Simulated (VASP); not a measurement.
KAs4, 5 atoms in the cell. It takes space group P4/mmm (No. 123, tetragonal). The conventional cell has a = 3.996 Å, b = 3.996 Å, c = 7.747 Å, α = 90.00°, β = 90.00°, γ = 90.00°. Within 4.4 Å of K (site symmetry 4/mmm) lie 8 As at 3.32 Å and 4 K at 4.00 Å. As (site symmetry 2mm) has 5 As at 2.43 to 2.83 Å and 2 K at 3.32 Å within 3.4 Å. 

```yaml
Program: VASP 6.6.1
Task: single point
Functional: PBE
Dispersion: D3(BJ)
Potentials_or_basis: VASP PAW PBE potentials, release 64 (K_sv, As)
Cutoff: 520 eV
k_mesh: 4 × 4 × 2
Occupations: gaussian, width 0.1 eV
Spin: no spin polarisation
Dipole_correction: no
Further_INCAR_settings: ALGO = Normal; EDIFF = 1e-07; NBANDS = 22
```

Potentials or basis: VASP PAW PBE potentials, release 64 (K_sv, As).

Command:

```bash
$ cat potpaw_PBE.64/K_sv/POTCAR potpaw_PBE.64/As/POTCAR > POTCAR
$ mpirun -np 1 vasp_std > vasp.out
```

Hardware: 1 thread of AMD EPYC 7R43 64-Core Processor (Zen 3), on a shared host.

Q: How long does it take, and how much memory?

A: Wall time 36 s on 1 thread of AMD EPYC 7R43 64-Core Processor (Zen 3) (shared host), peak memory 0.19 GiB. Counts: scf iterations 15, k points 12.
